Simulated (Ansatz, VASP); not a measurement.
**One calculation of RbBr, two programs**

POSCAR

```
RbBr
1.0
    0.0807435012      3.9502403659      3.9502403659
    3.9502403659      0.0807435012      3.9502403659
    3.9502403659      3.9502403659      0.0807435012
Rb Br
1 1
Direct
    0.0022797637      0.0022797637      0.0022797637
    0.2477202363      0.2477202363      0.2477202363
```

INCAR.step1

```
PREC     = Accurate       # precision mode
ENCUT    = 520            # plane-wave cutoff, eV
EDIFF    = 1E-5           # SCF threshold, eV
ISMEAR   = 0              # smearing method
SIGMA    = 0.01           # smearing width, eV
LREAL    = F              # projectors in reciprocal space
LASPH    = T              # aspherical terms in the spheres
NELM     = 100            # most SCF steps
ALGO     = Normal         # electronic algorithm
ISIF     = 2              # what is computed and relaxed
LWAVE    = T              # write WAVECAR
LCHARG   = F              # write CHGCAR
NBANDS   = 15             # bands
GGA      = PE             # functional
```

File INCAR.step2:

```
PREC     = Accurate       # precision mode
ENCUT    = 520            # plane-wave cutoff, eV
EDIFF    = 1E-6           # SCF threshold, eV
ISMEAR   = 0              # smearing method
SIGMA    = 0.01           # smearing width, eV
LREAL    = F              # projectors in reciprocal space
LASPH    = T              # aspherical terms in the spheres
NELM     = 100            # most SCF steps
ALGO     = Normal         # electronic algorithm
ISIF     = 2              # what is computed and relaxed
LWAVE    = F              # write WAVECAR
LCHARG   = F              # write CHGCAR
GGA      = PE             # functional
LHFCALC  = T              # exact exchange
HFSCREEN = 0.2079         # screening, 1/A
PRECFOCK = Normal       
NBANDS   = 15             # bands
ISTART   = 1
```

Contents of KPOINTS:

```
regular mesh
0
Gamma
  4 4 4
```

Input for Ansatz:

```yaml
crystal:
  lattice:
    - [0.0807435012, 3.9502403659, 3.9502403659]
    - [3.9502403659, 0.0807435012, 3.9502403659]
    - [3.9502403659, 3.9502403659, 0.0807435012]
  atoms:
    - { symbol: Rb, position: [0.0022797637, 0.0022797637, 0.0022797637] }
    - { symbol: Br, position: [0.2477202363, 0.2477202363, 0.2477202363] }
kpoints:
  mp_grid: { grid: [4, 4, 4] }
  band_path:
    path:
      - [0.0, 0.0, 0.0]
      - [-0.5, -0.5, 0.0]
      - [-0.375, -0.375, 0.25]
      - [-0.375, 0.0, 0.375]
      - [0.0, 0.0, 0.5]
      - [-0.5, -0.25, 0.25]
    npoints: 1
hamiltonian:
  xc: hse06
scf:
  occupations: { method: fixed }
  n_extra_bands: 4
output:
  forces: true
  stress: true
  eigenvalues: true
```

Change from the starting cell: shear_111 strain +3.1%.

Alike in both runs: task single point; functional HSE06; k mesh 4 × 4 × 4; no spin polarisation.

```csv
,VASP,Ansatz
version,VASP 6.6.1,Ansatz 0.2.0
potentials or method,"VASP PAW PBE potentials, release 64 (Rb_sv, Br)","plane waves, PAW"
plane-wave cutoff (eV),520,420
occupations,"gaussian, width 0.01 eV",fixed
valence electrons in the cell,16,16
```

```tsv
	VASP	Ansatz	Ansatz less VASP
gap on the k mesh at the Fermi level (eV)	5.12	5.11	-0.004
pressure (GPa)	-0.2	-0.2	-0.01
rms of the force components (eV/Å)	0.003	0.003	+0.0001
```

Atom by atom the forces differ by 0.000 eV/Å (rms over components). Ansatz's warnings: stress exchange threshold loose, stress scf threshold loose.
